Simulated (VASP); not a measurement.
Set up this calculation in VASP 6.6.1, as the native input.

```yaml
Task: single point
Functional: LDA
Potentials_or_basis: VASP PAW LDA potentials, release 64 (Li_sv)
Cutoff: 750 eV
k_mesh: 8 × 8 × 8
Occupations: gaussian, width 0.15 eV
Spin: no spin polarisation
Dipole_correction: no
Further_INCAR_settings: ALGO = Normal; EDIFF = 1e-06; NBANDS = 8
```

The structure of Li lies in POSCAR:

```
Li
1.0
    0.0000000000      2.1185862486      2.1185862486
    2.1185862486      0.0000000000      2.1185862486
    2.1185862486      2.1185862486      0.0000000000
Li
1
Direct
    0.0000000000      0.0000000000      0.0000000000
```

These files were run (other wordings do the same):

INCAR

```
  ALGO = Normal
  EDIFF = 1E-6
  ENCUT = 750
  GGA = CA
  GGA_COMPAT = F
  ISIF = 2
  ISMEAR = 0
  LASPH = T
  LCHARG = T
  LELF = T
  LREAL = F
  LVHAR = T
  LWAVE = F
  NBANDS = 8
  NELM = 120
  PREC = Accurate
  SIGMA = 0.15
```

KPOINTS

```
k-points
0
Gamma
  8 8 8
```

Potentials or basis: VASP PAW LDA potentials, release 64 (Li_sv).

Launch:

```sh
$ cat potpaw_LDA.64/Li_sv/POTCAR > POTCAR
$ mpirun -np 1 vasp_std > vasp.out
```

Results of the run:

```yaml
Pressure: -0.1 GPa
```

Run time: 13 s on 1 thread of Intel Xeon 8259CL, with other jobs on the host, peak memory 0.13 GiB.
